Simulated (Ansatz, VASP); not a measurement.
One calculation of BN, two programs

```
CELL_PARAMETERS angstrom
0.00000 1.80483 1.75068
1.80483 0.00000 1.75068
1.80483 1.80483 0.00000
ATOMIC_POSITIONS crystal
B 0.00000 0.00000 0.00000
N 0.25000 0.25000 0.25000
```

Change from the starting cell: uniaxial_z strain -3.0%.

Alike in both runs: task single point; functional r2SCAN; k mesh 12 × 12 × 12; no spin polarisation.

|  | VASP | Ansatz |
| --- | --- | --- |
| version | VASP 6.6.1 | Ansatz 0.2.0 |
| potentials or method | VASP PAW PBE potentials, release 64 (B, N) | plane waves, PAW |
| plane-wave cutoff (eV) | 520 | 500 |
| occupations | gaussian, width 0.01 eV | fixed |
| valence electrons in the cell | 8 | 8 |

```csv
,VASP,Ansatz,Ansatz less VASP
gap on the k mesh at the Fermi level (eV),4.45,4.48,+0.024
pressure (GPa),13.9,12.6,-1.23
"traceless stress, the component that is largest in VASP (GPa)",12.91,12.95,+0.036
```

VASP's potentials were made for PBE, not for r2SCAN.
